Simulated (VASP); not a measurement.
Write the native input for VASP 6.6.1 that does the following.

```yaml
Task: single point
Functional: PBE
Potentials_or_basis: VASP PAW PBE potentials, release 64 (Ba_sv, Zr_sv, O)
Cutoff: 520 eV
k_mesh: 6 × 6 × 6
Occupations: gaussian, width 0.05 eV
Spin: no spin polarisation
Dipole_correction: no
Further_INCAR_settings: ALGO = Normal; EDIFF = 1e-06; NBANDS = 28
```

The structure of BaZrO3 lies in POSCAR:

```
BaZrO3
1.0
    4.0769625000      0.0000000000      0.0000000000
    0.0000000000      4.0769625000      0.0000000000
    0.0000000000      0.0000000000      4.1815000000
Ba Zr O
1 1 3
Direct
    0.5000000000      0.5000000000      0.5000000000
    0.0000000000      0.0000000000      0.0000000000
    0.5000000000      0.0000000000      0.0000000000
    0.0000000000      0.5000000000      0.0000000000
    0.0000000000      0.0000000000      0.5000000000
```

This cell differs from its parent crystal: strain -0.0250 x Voigt [1, 1, 0, 0, 0, 0].

These files were run (other wordings do the same):

INCAR

```
SYSTEM = BaZrO3
  PREC = Accurate
  ENCUT = 520
  EDIFF = 1E-6
  ISMEAR = 0
  SIGMA = 0.05
  LREAL = .False.
  LASPH = .True.
  NELM = 100
  ALGO = Normal
  ISIF = 2
  LWAVE = .False.
  LCHARG = .True.
  GGA = PE
  LELF = .True.
  LVHAR = .True.
  NBANDS = 28
```

KPOINTS

```
Automatic mesh
0
Gamma
  6 6 6
  0 0 0
```

Potentials or basis: VASP PAW PBE potentials, release 64 (Ba_sv, Zr_sv, O).

Command:

```sh
$ cat potpaw_PBE.64/Ba_sv/POTCAR potpaw_PBE.64/Zr_sv/POTCAR potpaw_PBE.64/O/POTCAR > POTCAR
$ mpirun -np 1 vasp_std > vasp.out
```

Results of the run:

| Item | Value |
| --- | --- |
| Pressure | 16.5 GPa |
| Band gap on the k mesh | 3.24 eV (least direct gap 3.39 eV) |

Caveat: the cell differs from its parent crystal (strain -0.0250 x Voigt [1, 1, 0, 0, 0, 0]); the cell stands under pressure; spin-orbit coupling is left out, which moves the levels of the heavy elements.

It took 69 s on 1 thread of Intel(R) Xeon(R) Platinum 8488C (Sapphire Rapids), with other jobs on the host, peak memory 0.22 GiB.
